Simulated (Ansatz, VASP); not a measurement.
SrTiO3: VASP beside Ansatz

```
CELL_PARAMETERS angstrom
3.90685 0.00000 0.00000
0.00000 3.90685 0.00000
0.00000 0.00000 3.90685
ATOMIC_POSITIONS crystal
Sr 0.00000 0.00000 0.00000
Ti 0.50000 0.50000 0.50000
O 0.50000 0.00000 0.50000
O 0.50000 0.50000 0.00000
O 0.00000 0.50000 0.50000
```

Alike in both runs: task single point; functional PBE; k mesh 6 × 6 × 6; occupations fermi-dirac, width 0.02 eV; no spin polarisation.

```csv
,VASP,Ansatz
version,VASP 6.6.1,Ansatz 0.2.0
potentials or method,"VASP PAW PBE potentials, release 64 (Sr_sv, Ti_sv, O)","plane waves, PAW"
plane-wave cutoff (eV),520,420
valence electrons in the cell,40,40
```

|  | VASP | Ansatz | Ansatz less VASP |
| --- | --- | --- | --- |
| gap on the k mesh at the Fermi level (eV) | 1.85 | 1.88 | +0.031 |
| pressure (GPa) | 4.7 | 4.1 | -0.66 |
